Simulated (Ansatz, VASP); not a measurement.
# One calculation of KF, two programs

Contents of INCAR:

```
SYSTEM = KF
PREC = Accurate ; ENCUT = 520
EDIFF = 1E-6 ; ISMEAR = 0
SIGMA = 0.05 ; LREAL = .False.
LASPH = .True. ; NELM = 60
ALGO = Normal ; ISIF = 2
LWAVE = .False. ; LCHARG = .False.
GGA = CA ; NBANDS = 15
```

Contents of KPOINTS:

```
Automatic mesh
0
Gamma
  8 8 8
  0 0 0
```

The input POSCAR:

```
KF
1.0
    0.0000000000      2.5817196783      2.6785341662
    2.6720798670      0.0000000000      2.6785341662
    2.6720798670      2.5817196783      0.0000000000
K F
1 1
Direct
    0.0000000000      0.0000000000      0.0000000000
    0.5000000000      0.5000000000      0.5000000000
```

Input for Ansatz:

```yaml
crystal:
  lattice:
    - [0.0, 2.5817196783, 2.6785341662]
    - [2.672079867, 0.0, 2.6785341662]
    - [2.672079867, 2.5817196783, 0.0]
  atoms:
    - { symbol: K, position: [0.0, 0.0, 0.0] }
    - { symbol: F, position: [0.5, 0.5, 0.5] }
basis:
  ecutwfc: 520.0
kpoints:
  mp_grid: { grid: [8, 8, 8] }
hamiltonian:
  xc: lda
scf:
  occupations: { method: gaussian, width: 0.05 }
output:
  forces: true
  stress: true
  eigenvalues: true
```

Change from the starting cell: normal strain along x +0.0350, normal strain along z +0.0375.

Alike in both runs: task single point; functional LDA; k mesh 8 × 8 × 8; occupations gaussian, width 0.05 eV; no spin polarisation.

|  | VASP | Ansatz |
| --- | --- | --- |
| version | VASP 6.6.1 | Ansatz 0.2.0 |
| potentials or method | VASP PAW LDA potentials, release 64 (K_sv, F), cutoff 520 eV | scalar-relativistic, plane waves, PAW |
| valence electrons in the cell | 16 | 16 |

VASP gave:

| Property | Result |
| --- | --- |
| gap on the k mesh at the Fermi level (eV) | 5.90 |
| least direct gap on the mesh (eV) | 5.90 |
| pressure (GPa) | -2.4 |
| traceless stress, the component that is largest in VASP (GPa) | 1.40 |

Question: Estimate Ansatz's values.

Answer: gap on the k mesh at the Fermi level (eV): 5.92; least direct gap on the mesh (eV): 5.92; pressure (GPa): -2.5; traceless stress, the component that is largest in VASP (GPa): 1.32.

LDA's correlation is that of Perdew and Zunger in VASP and of Perdew and Wang (1992) in Ansatz.
